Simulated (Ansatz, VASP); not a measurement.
## Two plane-wave programs on InSb

Contents of INCAR:

```
ALGO = Normal ; EDIFF = 1E-6
ENCUT = 520 ; GGA = PS
ISIF = 2 ; ISMEAR = 0
LASPH = True ; LCHARG = False
LREAL = False ; LWAVE = False
NBANDS = 16 ; NELM = 60
PREC = Accurate ; SIGMA = 0.15
```

File KPOINTS:

```
k-points
0
Gamma
  14 14 14
```

File POSCAR:

```
InSb
1.0
    0.0000000000      2.9915316739      2.9915316739
    2.9915316739      0.0000000000      2.9915316739
    2.9915316739      2.9915316739      0.0000000000
In Sb
1 1
Direct
    0.0000000000      0.0000000000      0.0000000000
    0.5000000000      0.5000000000      0.5000000000
```

Input for Ansatz:

```yaml
crystal:
  lattice:
    - [0.0, 2.9915316739, 2.9915316739]
    - [2.9915316739, 0.0, 2.9915316739]
    - [2.9915316739, 2.9915316739, 0.0]
  atoms:
    - { symbol: In, position: [0.0, 0.0, 0.0] }
    - { symbol: Sb, position: [0.5, 0.5, 0.5] }
basis:
  ecutwfc: 420
kpoints:
  mp_grid: { grid: [14, 14, 14] }
hamiltonian:
  xc: pbesol
  pseudopotentials: { kind: paw, azcp: { folder: soft_1 } }
scf:
  occupations: { method: gaussian, width: 0.15 }
output:
  forces: true
  stress: true
  eigenvalues: true
```

Alike in both runs: task single point; functional PBEsol; k mesh 14 × 14 × 14; occupations gaussian, width 0.15 eV; no spin polarisation.

```csv
,VASP,Ansatz
version,VASP 6.6.1,Ansatz 0.2.0
potentials or method,"VASP PAW PBE potentials, release 64 (In_d, Sb), cutoff 520 eV","scalar-relativistic, plane waves, PAW"
valence electrons in the cell,18,28
```

VASP gave:

```
gap on the k mesh at the Fermi level (eV) : none
pressure (GPa)                            : 1.7
```

Problem. Which values does Ansatz return?

Solution. gap on the k mesh at the Fermi level (eV): none; pressure (GPa): 1.6.

VASP's potentials were made for PBE, not for PBEsol, and Ansatz warns of the same on its side. A gap of «none» marks a metal or a gap that the smearing closes. The functional is the same, so the differences come from potentials, cutoffs and numerics. VASP's potentials hold 18 valence electrons a cell and Ansatz's 28, so a difference there can come from the potentials and not from the codes.

Neither program's run includes spin-orbit coupling.
